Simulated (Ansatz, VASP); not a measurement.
## One calculation of MgS, two programs

```
CELL_PARAMETERS angstrom
0.00000 2.50058 2.66494
2.50058 0.00000 2.66494
2.50058 2.50058 0.00000
ATOMIC_POSITIONS crystal
Mg 0.00000 0.00000 0.00000
S 0.50000 0.50000 0.50000
```

Change from the starting cell: epitaxial_xy strain -3.9%.

Alike in both runs: task single point; functional HSE06; k mesh 6 × 6 × 6; no spin polarisation.

|  | VASP | Ansatz |
| --- | --- | --- |
| version | VASP 6.6.1 | Ansatz 0.2.0 |
| potentials or method | VASP PAW PBE potentials, release 64 (Mg, S) | plane waves, PAW |
| plane-wave cutoff (eV) | 520 | 420 |
| occupations | gaussian, width 0.01 eV | fixed |
| valence electrons in the cell | 8 | 16 |

Ansatz gave:

* gap on the k mesh at the Fermi level (eV): 3.67
* pressure (GPa): 5.2
* traceless stress, the component that is largest in VASP (GPa): -5.50

Question: Which values does VASP return?

Answer: gap on the k mesh at the Fermi level (eV): 3.62; pressure (GPa): 4.9; traceless stress, the component that is largest in VASP (GPa): -5.47.

VASP's potentials hold 8 valence electrons a cell and Ansatz's 16, so a difference there can come from the potentials and not from the codes. Ansatz's warnings: stress exchange threshold loose, stress scf threshold loose.
